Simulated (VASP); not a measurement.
Write the native input for VASP 6.6.1 that does the following.

- Task: single point
- Functional: r2SCAN
- Potentials or basis: VASP PAW PBE potentials, release 64 (K_sv, Br)
- Cutoff: 520 eV
- k mesh: 4 × 4 × 4
- Occupations: gaussian, width 0.01 eV
- Spin: no spin polarisation
- Dipole correction: no
- Further INCAR settings: ALGO = Normal; EDIFF = 1e-07; NBANDS = 15

The system is KBr.

```xyz
2
Lattice="0.0000 3.3024 3.3024 3.3024 0.0000 3.3024 3.3024 3.3024 0.0000" Properties=species:S:1:pos:R:3 pbc="T T T"
K     0.0000    0.0000    0.0000
Br    3.3024    3.3024    3.3024
```

The input as run:

POSCAR

```
KBr
1.0
    0.0000000000      3.3024387198      3.3024387198
    3.3024387198      0.0000000000      3.3024387198
    3.3024387198      3.3024387198      0.0000000000
K Br
1 1
Direct
    0.0000000000      0.0000000000      0.0000000000
    0.5000000000      0.5000000000      0.5000000000
```

INCAR.step1

```
SYSTEM = KBr
PREC = Accurate
ENCUT = 520
ISMEAR = 0
SIGMA = 0.01
LREAL = .False.
LASPH = .True.
NELM = 100
NBANDS = 15
GGA = PE
ALGO = Normal
EDIFF = 1E-4
LWAVE = .True.
LCHARG = .False.
```

INCAR.step2

```
SYSTEM = KBr
PREC = Accurate
ENCUT = 520
EDIFF = 1E-7
ISMEAR = 0
SIGMA = 0.01
LREAL = .False.
LASPH = .True.
NELM = 100
ALGO = Normal
ISIF = 2
LWAVE = .False.
LCHARG = .False.
METAGGA = R2SCAN
LMIXTAU = .True.
NBANDS = 15
ISTART = 1
```

KPOINTS

```
Automatic mesh
0
Gamma
  4 4 4
  0 0 0
```

Potentials or basis: VASP PAW PBE potentials, release 64 (K_sv, Br).

The run is started by

```console
$ cat potpaw_PBE.64/K_sv/POTCAR potpaw_PBE.64/Br/POTCAR > POTCAR
$ cp INCAR.step1 INCAR
$ mpirun -np 1 vasp_std > vasp.out
$ cp INCAR.step2 INCAR
$ mpirun -np 1 vasp_std > vasp.out
```

Results of the run:

```yaml
Pressure: 0.0 GPa
Band_gap_on_the_k_mesh: 5.07 eV, direct
```

Caveat: the PAW data sets were made with another functional, which shifts forces and pressure a little.

Wall time 3 min on 1 thread of Intel Xeon 8259CL, on a shared host, peak memory 0.22 GiB.
